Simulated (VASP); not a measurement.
Pd, 1 atom in the cell. It takes space group I4/mmm (No. 139, tetragonal). Conventional cell: a = 2.819 Å, b = 2.819 Å, c = 4.084 Å, α = 90.00°, β = 90.00°, γ = 90.00°. Within 3.7 Å of Pd (site symmetry 4/mmm) lie 12 Pd at 2.82 to 2.85 Å.  This cell differs from its parent crystal: strain +0.025 along x and y, +0.050 along z.

```yaml
Program: VASP 6.6.1
Task: single point
Functional: PBE
Potentials_or_basis: VASP PAW PBE potentials, release 64 (Pd)
Cutoff: 520 eV
k_mesh: 8 × 8 × 8
Occupations: gaussian, width 0.15 eV
Spin: no spin polarisation
Dipole_correction: no
Further_INCAR_settings: ALGO = Fast; EDIFF = 1e-06; NBANDS = 11
```

Potentials or basis: VASP PAW PBE potentials, release 64 (Pd).

The run is started by

```bash
$ cat potpaw_PBE.64/Pd/POTCAR > POTCAR
$ mpirun -np 1 vasp_std > vasp.out
```

Hardware: 1 thread of AMD EPYC 7R43 64-Core Processor (Zen 3), on a shared host.

Task: How long does it take, and how much memory?

Result: Wall time 13 s on 1 thread of AMD EPYC 7R43 64-Core Processor (Zen 3) (shared host), peak memory 0.11 GiB. Counts: scf iterations 11, k points 59.
